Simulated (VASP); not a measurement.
KCl, 2 atoms in the cell. The structure is cubic, space group Fm-3m (No. 225). The conventional cell has a = 6.585 Å, b = 6.585 Å, c = 6.585 Å, α = 90.00°, β = 90.00°, γ = 90.00°. K (site symmetry m-3m) has 6 Cl at 3.29 Å within 4.3 Å. Within 4.3 Å of Cl (site symmetry m-3m) lie 6 K at 3.29 Å. 

| Item | Value |
| --- | --- |
| Program | VASP 6.6.1 |
| Task | single point |
| Functional | PBEsol |
| Potentials or basis | VASP PAW PBE potentials, release 64 (K_sv, Cl) |
| Cutoff | 520 eV |
| k mesh | 6 × 6 × 6 |
| Occupations | gaussian, width 0.01 eV |
| Spin | no spin polarisation |
| Dipole correction | no |
| Further INCAR settings | ALGO = Normal; EDIFF = 1e-06; NBANDS = 15 |

Potentials or basis: VASP PAW PBE potentials, release 64 (K_sv, Cl).

Launch:

```console
$ cat potpaw_PBE.64/K_sv/POTCAR potpaw_PBE.64/Cl/POTCAR > POTCAR
$ mpirun -np 1 vasp_std > vasp.out
```

Hardware: 1 thread of AMD EPYC 7R13, on a shared host.

Question: Estimate the wall time of this run.

Answer: It took 48 s on 1 thread of AMD EPYC 7R13, on a shared host, peak memory 0.17 GiB. Counts: scf iterations 13, k points 16.
